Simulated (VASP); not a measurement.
# HoSbTe3 (P4/mmm) in VASP: a series of runs

The runs below take HoSbTe3 through single point, with PBE.

Everything below comes from runs of VASP 6.6.1. Logs are shortened: lines on timing, memory, paths and dates and some standing lists are left out, and cuts for length are marked.

## (1) The cell of the first run

Symmetry: P4/mmm, No. 123, tetragonal system. The conventional cell has a = 4.399 Å, b = 4.399 Å, c = 7.950 Å, α = 90.00°, β = 90.00°, γ = 90.00°. Ho (site symmetry 4/mmm) has 12 Te at 3.11 to 3.92 Å and 2 Sb at 3.97 Å within 4.1 Å. Sb (site symmetry 4/mmm) has 8 Te at 3.49 Å and 2 Ho at 3.97 Å and 4 Sb at 4.40 Å within 4.6 Å. Within 3.2 Å of Te (site symmetry 4mm) lie 2 Te at 2.39 to 3.17 Å. Te (site symmetry 4/mmm) has 2 Te at 2.39 Å and 4 Ho at 3.11 Å within 3.2 Å.

The cell was generated, and may not be a known phase.

## (2) Single point, PBE

INCAR

```
  ALGO = Normal
  EDIFF = 1E-6
  ENCUT = 500
  GGA = PE
  GGA_COMPAT = F
  ISIF = 2
  ISMEAR = 0
  LASPH = T
  LCHARG = F
  LMAXMIX = 6
  LREAL = F
  LWAVE = F
  NBANDS = 24
  NELM = 200
  PREC = Accurate
  SIGMA = 0.1
```

KPOINTS

```
k-points
0
Gamma
  4 4 2
```

POSCAR

```
HoSbTe3
1.0
    4.3993351900      0.0000000000      0.0000000000
    0.0000000000      4.3993351900      0.0000000000
    0.0000000000      0.0000000000      7.9499230700
Ho Sb Te
1 1 3
Direct
    0.0000000000      0.0000000000      0.5000000000
    0.0000000000      0.0000000000      0.0000000000
    0.5000000000      0.5000000000      0.1994643400
    0.5000000000      0.5000000000      0.8005356600
    0.5000000000      0.5000000000      0.5000000000
```

Potentials or basis: VASP PAW PBE potentials, release 64 (Ho_3, Sb, Te), 4f in core.

The run is started by

```sh
cat potpaw_PBE.64/Ho_3/POTCAR potpaw_PBE.64/Sb/POTCAR potpaw_PBE.64/Te/POTCAR > POTCAR
mpirun -np 1 vasp_std > vasp.out
```

OUTCAR:

```text
EDIFF = 1E-6
   ENCUT = 500
   GGA = PE
   ISIF = 2
   ISMEAR = 0
   LASPH = T
   LREAL = F
   NELM = 200
   PREC = Accurate

 ion  position               nearest neighbor table
   1  0.000  0.000  0.500-   5 3.11   5 3.11   5 3.11   5 3.11
   2  0.000  0.000  0.000-   3 3.49   4 3.49   3 3.49   4 3.49   3 3.49   4 3.49   3 3.49   4 3.49

   3  0.500  0.500  0.199-   5 2.39   4 3.17   2 3.49   2 3.49   2 3.49   2 3.49
   4  0.500  0.500  0.801-   5 2.39   3 3.17   2 3.49   2 3.49   2 3.49   2 3.49
   5  0.500  0.500  0.500-   3 2.39   4 2.39   1 3.11   1 3.11   1 3.11   1 3.11

  LATTYP: Found a simple tetragonal cell.
 ALAT       =     4.3993351900
 C/A-ratio  =     1.8070737342

  Lattice vectors:

 A1 = (   4.3993351900,   0.0000000000,   0.0000000000)
 A2 = (   0.0000000000,   4.3993351900,   0.0000000000)
 A3 = (   0.0000000000,   0.0000000000,   7.9499230700)

Analysis of symmetry for initial positions (statically):
=====================================================================
 Subroutine PRICEL returns:
 Original cell was already a primitive cell.

 Routine SETGRP: Setting up the symmetry group for a
 simple tetragonal supercell.

 Subroutine GETGRP returns: Found 16 space group operations
 (whereof 16 operations were pure point group operations)
 out of a pool of 16 trial point group operations.

The static configuration has the point symmetry D_4h.

Analysis of symmetry for dynamics (positions and initial velocities):
=====================================================================
 Subroutine PRICEL returns:
 Original cell was already a primitive cell.

 Routine SETGRP: Setting up the symmetry group for a
 simple tetragonal supercell.

 Subroutine GETGRP returns: Found 16 space group operations
 (whereof 16 operations were pure point group operations)
 out of a pool of 16 trial point group operations.

The dynamic configuration has the point symmetry D_4h.

 Subroutine INISYM returns: Found 16 space group operations
 (whereof 16 operations are pure point group operations),
 and found     1 'primitive' translations

----------------------------------------------------------------------------------------

                                     Primitive cell

  volume of cell :     153.8640

[... 73 lines left out ...]
   ISTART =      0    job   : 0-new  1-cont  2-samecut
   ICHARG =      2    charge: 1-file 2-atom 10-const
   ISPIN  =      1    spin polarized calculation?
   LNONCOLLINEAR =      F non collinear calculations
   LSORBIT =      F    spin-orbit coupling
   LASPH  =      T    aspherical Exc in radial PAW
   ENCUT  =  500.0 eV  36.75 Ry    6.06 a.u.   8.02  8.02 14.49*2*pi/ulx,y,z
   NELM   =    200;   NELMIN=  2; NELMDL= -5     # of ELM steps
   EDIFF  = 0.1E-05   stopping-criterion for ELM
   LREAL  =      F    real-space projection
[... 7 lines left out ...]
   TEBEG  =    0.0;   TEEND  =   0.0 temperature during run
   PSTRESS=    0.0 pullay stress
   NELECT =      32.0000    total number of electrons
   NUPDOWN=      -1.0000    fix difference up-down
   EMIN   =  10.00;   EMAX   =-10.00  energy-range for DOS
   EFERMI =   0.00;   METHOD = LEGACY
   ISMEAR =     0;   SIGMA  =   0.10  broadening in eV -4-tet -1-fermi 0-gaus
   EFERMI_NEDOS =   21; number of points for ismear=-14 and -15
   IALGO  =     38    algorithm
   IMIX   =      4    mixing-type and parameters
     AMIX     =   0.40;   BMIX     =  1.00
     AMIX_MAG =   1.60;   BMIX_MAG =  1.00
  volume/ion in A,a.u.               =      30.77       207.67
  Fermi-wavevector in a.u.,A,eV,Ry     =   0.969942  1.832925 12.800194  0.940788
  Thomas-Fermi vector in A             =   2.100036
   LORBIT       =      0    0 simple, 1 ext, 2 COOP (PROOUT), +10 PAW based schemes
   GGA     = PE    functional components
   LHFCALC =     F    Hartree Fock is set to
   AEXX    =    0.0000 exact exchange contribution
   IVDW    =     0    specifies the selected vdW correction
   LEPSILON=     F    determine dielectric tensor
   LRPA    =     F    only Hartree local field effects (RPA)
 non-spin polarized calculation
 Gauss-broadening in eV      SIGMA  =   0.10
  energy-cutoff  :      500.00
  volume of cell :      153.86
 maximum number of plane-waves:      3968
   NGX = 17   NGY = 17   NGZ = 29

 number of electron      31.9999998 magnetization

 Free energy of the ion-electron system (eV)
  ---------------------------------------------------
  ext. energy  EPLUGINS =         0.00000000
  ---------------------------------------------------
  free energy    TOTEN  =       -14.56979113 eV

  energy without entropy =      -14.54161974  energy(sigma->0) =      -14.55570544

 E-fermi :   6.7620     XC(G=0):  -9.5718

 val. band max:        6.7374795381   @ k =   0.2500   0.2500   0.5000
 cond. band min:       6.7654497467   @ k =   0.5000   0.0000   0.0000
 fundamental gap:      0.0279702086
 Fermi energy:         6.7620333373

 k-point     1 :       0.0000    0.0000    0.0000
  band No.  band energies     occupation
      1     -18.9004      2.00000
      2     -18.8179      2.00000
      3     -18.8179      2.00000
      4      -8.6775      2.00000
      5      -6.0122      2.00000
      6      -4.6031      2.00000
[... 313 lines left out ...]
     23       9.5549      0.00000
     24       9.9812      0.00000

------------------------ aborting loop because EDIFF is reached ----------------------------------------

  FORCE on cell =-STRESS in cart. coord.  units (eV):
  Direction    XX          YY          ZZ          XY          YZ          ZX
  --------------------------------------------------------------------------------------
  -------------------------------------------------------------------------------------
  Total       -2.1711219     -2.1711219     36.0154741      0.0000000     -0.0000000     -0.0000000
  in kB      -22.6077718    -22.6077718    375.0271311      0.0000000     -0.0000000     -0.0000000
  external PRESSURE =     109.9371958 kB  Pullay stress =       0.0000000 kB

 VOLUME and BASIS-vectors are now :
 -----------------------------------------------------------------------------
  energy-cutoff  :      500.00
  volume of cell :      153.86
      direct lattice vectors                 reciprocal lattice vectors
     4.399335190  0.000000000  0.000000000     0.227307072  0.000000000  0.000000000
     0.000000000  4.399335190  0.000000000     0.000000000  0.227307072  0.000000000
     0.000000000  0.000000000  7.949923070     0.000000000  0.000000000  0.125787381

 POSITION                                       TOTAL-FORCE (eV/Angst)
 -----------------------------------------------------------------------------------
      0.00000      0.00000      3.97496         0.000000      0.000000      0.000000
      0.00000      0.00000      0.00000         0.000000      0.000000      0.000000
      2.19967      2.19967      1.58573         0.000000      0.000000     -8.388249
      2.19967      2.19967      6.36420         0.000000     -0.000000      8.388249
      2.19967      2.19967      3.97496         0.000000      0.000000      0.000000
 -----------------------------------------------------------------------------------
    total drift:                                0.000000     -0.000000     -0.000000

  FREE ENERGIE OF THE ION-ELECTRON SYSTEM (eV)
  ---------------------------------------------------
  free  energy   TOTEN  =       -14.5697911285 eV

  energy  without entropy=      -14.5416197434  energy(sigma->0) =      -14.55570544
```

Wall time 47 s (1 thread of Intel Xeon Platinum 8375C at 2.90GHz (Ice Lake), shared host); peak memory 0.26 GiB.

What came out:

```
Free energy            : -14.5698 eV
Pressure               : 11.0 GPa
Largest force          : 8.388 eV/Å
Band gap on the k mesh : zero (bands 16 and 17 overlap by 1.02 eV)
```

Forces in eV/Å, atoms in the order of the input:
```
Ho   0.000  0.000  0.000
Sb   0.000  0.000  0.000
Te   0.000  0.000 -8.388
Te   0.000  0.000  8.388
Te   0.000  0.000  0.000
```

Caveat: the k points lie up to 0.40 Å⁻¹ apart, too coarse for converged energies and pressures of a metal; spin-orbit coupling is left out, which moves the levels of the heavy elements; the 4f electrons are frozen in the core, so they carry no moment and show no levels; forces of over 1 eV/Å act on the atoms, so gaps and moduli don't describe the material at rest. Spin polarisation is off, so any magnetic state and its effect on volume and gap are missing.

(Continued in part 2 of 2.)

The gap in the log of VASP goes by the Fermi energy; the results here count the filled bands.